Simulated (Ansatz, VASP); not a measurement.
**WC: VASP beside Ansatz**

```xyz
2
Lattice="2.9065 0.0000 0.0000 -1.4532 2.5171 0.0000 0.0000 0.0000 2.8366" Properties=species:S:1:pos:R:3 pbc="T T T"
W     0.0000    0.0000    0.0000
C     1.4533    0.8390    1.4183
```

Alike in both runs: task single point; functional PBE; k mesh 10 × 10 × 9; occupations gaussian, width 0.027 eV; no spin polarisation.

|  | VASP | Ansatz |
| --- | --- | --- |
| version | VASP 6.6.1 | Ansatz 0.2.0 |
| potentials or method | VASP PAW PBE potentials, release 64 (W_sv, C), cutoff 520 eV | all-electron LAPW, scalar-relativistic |

Ansatz gave:

```
gap on the k mesh at the Fermi level (eV)                     : none
pressure (GPa)                                                : 5.7
traceless stress, the component that is largest in VASP (GPa) : -0.62
```

Problem. Estimate VASP's values.

Solution. gap on the k mesh at the Fermi level (eV): none; pressure (GPa): 6.7; traceless stress, the component that is largest in VASP (GPa): -0.44.

A gap of «none» marks a metal or a gap that the smearing closes. Ansatz ran all-electron here, and VASP with PAW potentials.

Neither program's run includes spin-orbit coupling.
